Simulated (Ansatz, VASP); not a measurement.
Two plane-wave programs on TaSi2

```
Ta Si
1.0
     4.73468    0.00000    0.00000
    -2.36734    4.10035    0.00000
     0.00000    0.00000    6.51408
Ta Si
3 6
Direct
  0.00000 0.50000 0.16667
  0.50000 0.50000 0.83333
  0.50000 0.00000 0.50000
  0.84067 0.68134 0.50000
  0.15933 0.84067 0.83333
  0.68134 0.84067 0.16667
  0.15933 0.31866 0.50000
  0.84067 0.15933 0.83333
  0.31866 0.15933 0.16667
```

Alike in both runs: functional LDA; k mesh 12 × 12 × 8; occupations gaussian, width 0.1 eV; no spin polarisation.

Ansatz relaxed the structure, and its values are those at the end. VASP's run is a single point on that final structure, the one shown.

```csv
,VASP,Ansatz
version,VASP 6.6.1,Ansatz 0.2.0
potentials or method,"VASP PAW LDA potentials, release 64 (Ta_pv, Si), cutoff 520 eV","scalar-relativistic, plane waves, PAW"
valence electrons in the cell,57,63
```

```csv
,VASP,Ansatz,Ansatz less VASP
gap on the k mesh at the Fermi level (eV),none,none,-
pressure (GPa),0.6,0.0,-0.57
rms of the force components (eV/Å),0.003,0.000,-0.0031
```

Ansatz warns that its potentials were made for another functional, while VASP's fit it. LDA's correlation is that of Perdew and Zunger in VASP and of Perdew and Wang (1992) in Ansatz. A gap of «none» marks a metal or a gap that the smearing closes. VASP's potentials hold 57 valence electrons a cell and Ansatz's 63, so a difference there can come from the potentials and not from the codes.

Neither program's run includes spin-orbit coupling.
